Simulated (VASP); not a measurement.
Set up this calculation in VASP 6.6.1, as the native input.

```
Task                   : single point
Functional             : PBEsol
Potentials or basis    : VASP PAW PBE potentials, release 64 (Mg)
Cutoff                 : 520 eV
k mesh                 : 18 × 18 × 18
Occupations            : gaussian, width 0.05 eV
Spin                   : no spin polarisation
Dipole correction      : no
Further INCAR settings : ALGO = Normal; EDIFF = 1e-06; NBANDS = 7
```

The structure of Mg lies in POSCAR:

```
Mg
1.0
   -1.7782969184      1.7782969184      1.7782969184
    1.7782969184     -1.7782969184      1.7782969184
    1.7782969184      1.7782969184     -1.7782969184
Mg
1
Direct
    0.0000000000      0.0000000000      0.0000000000
```

This isn't the form of Mg at room conditions, which is hcp.

The input as run:

INCAR

```
SYSTEM = Mg
ALGO = Normal ; EDIFF = 1E-6
ENCUT = 520 ; GGA = PS
ISIF = 2 ; ISMEAR = 0
LASPH = .True. ; LCHARG = .False.
LREAL = .False. ; LWAVE = .False.
NBANDS = 7 ; NELM = 100
PREC = Accurate ; SIGMA = 0.05
```

KPOINTS

```
k-points
0
Gamma
  18 18 18
  0 0 0
```

Potentials or basis: VASP PAW PBE potentials, release 64 (Mg).

The run is started by

```console
$ cat potpaw_PBE.64/Mg/POTCAR > POTCAR
$ mpirun -np 1 vasp_std > vasp.out
```

It gave:

The pressure is -0.1 GPa and the band gap on the k mesh is zero (bands 1 and 2 overlap by 4.82 eV).

Caveat: the PAW data sets were made with another functional, which shifts forces and pressure a little.

Wall time 8 s on 1 thread of Intel(R) Xeon(R) Platinum 8488C (Sapphire Rapids), with other jobs on the host, peak memory 0.15 GiB.
